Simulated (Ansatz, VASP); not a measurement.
# One calculation of SnO2, two programs

File POSCAR:

```
SnO2
1.0
    1.5546365954      0.8975698569      4.6406472695
   -1.5546365954      0.8975698569      4.6406472695
    0.0000000000     -1.7951397137      4.6406472695
Sn O
1 2
Direct
    0.5000000000      0.5000000000      0.5000000000
    0.2412464623      0.2412464623      0.2412464623
    0.7587535377      0.7587535377      0.7587535377
```

Contents of INCAR.step1:

```
PREC     = Accurate       # precision mode
ENCUT    = 520            # plane-wave cutoff, eV
ISMEAR   = 0              # smearing method
SIGMA    = 0.05           # smearing width, eV
LREAL    = F              # projectors in reciprocal space
LASPH    = T              # aspherical terms in the spheres
NELM     = 80             # most SCF steps
NBANDS   = 20             # bands
GGA      = PE             # functional
ALGO     = Normal         # electronic algorithm
EDIFF    = 1E-4           # SCF threshold, eV
LWAVE    = T              # write WAVECAR
LCHARG   = F              # write CHGCAR
```

File INCAR.step2:

```
PREC     = Accurate       # precision mode
ENCUT    = 520            # plane-wave cutoff, eV
EDIFF    = 1E-6           # SCF threshold, eV
ISMEAR   = 0              # smearing method
SIGMA    = 0.05           # smearing width, eV
LREAL    = F              # projectors in reciprocal space
LASPH    = T              # aspherical terms in the spheres
NELM     = 80             # most SCF steps
ALGO     = Normal         # electronic algorithm
ISIF     = 2              # what is computed and relaxed
LWAVE    = F              # write WAVECAR
LCHARG   = F              # write CHGCAR
METAGGA  = R2SCAN         # meta-GGA
LMIXTAU  = T            
NBANDS   = 20             # bands
ISTART   = 1
```

The input KPOINTS:

```
regular mesh
0
Gamma
  12 12 12
```

Input for Ansatz:

```yaml
crystal:
  lattice:
    - [1.5546365954, 0.8975698569, 4.6406472695]
    - [-1.5546365954, 0.8975698569, 4.6406472695]
    - [0.0, -1.7951397137, 4.6406472695]
  atoms:
    - { symbol: Sn, position: [0.5, 0.5, 0.5] }
    - { symbol: O, position: [0.2412464623, 0.2412464623, 0.2412464623] }
    - { symbol: O, position: [0.7587535377, 0.7587535377, 0.7587535377] }
basis:
  ecutwfc: 500
kpoints:
  mp_grid: { grid: [12, 12, 12] }
hamiltonian:
  xc: r2scan
scf:
  occupations: { method: gaussian, width: 0.05 }
output:
  forces: true
  stress: true
  eigenvalues: true
```

Alike in both runs: task single point; functional r2SCAN; k mesh 12 × 12 × 12; occupations gaussian, width 0.05 eV; no spin polarisation.

|  | VASP | Ansatz |
| --- | --- | --- |
| version | VASP 6.6.1 | Ansatz 0.2.0 |
| potentials or method | VASP PAW PBE potentials, release 64 (Sn_d, O), cutoff 520 eV | scalar-relativistic, plane waves, PAW |
| valence electrons in the cell | 26 | 26 |

Ansatz gave:

- gap on the k mesh at the Fermi level (eV): 3.10
- least direct gap on the mesh (eV): 3.22
- pressure (GPa): 6.9
- traceless stress, the component that is largest in VASP (GPa): -8.86
- rms of the force components (eV/Å): 0.107

**Question.** Estimate VASP's values.

**Answer.** gap on the k mesh at the Fermi level (eV): 3.09; least direct gap on the mesh (eV): 3.22; pressure (GPa): 8.2; traceless stress, the component that is largest in VASP (GPa): -9.58; rms of the force components (eV/Å): 0.060.

VASP's potentials were made for PBE, not for r2SCAN. Atom by atom the forces differ by 0.047 eV/Å (rms over components). The functional is the same, so the differences come from potentials, cutoffs and numerics.
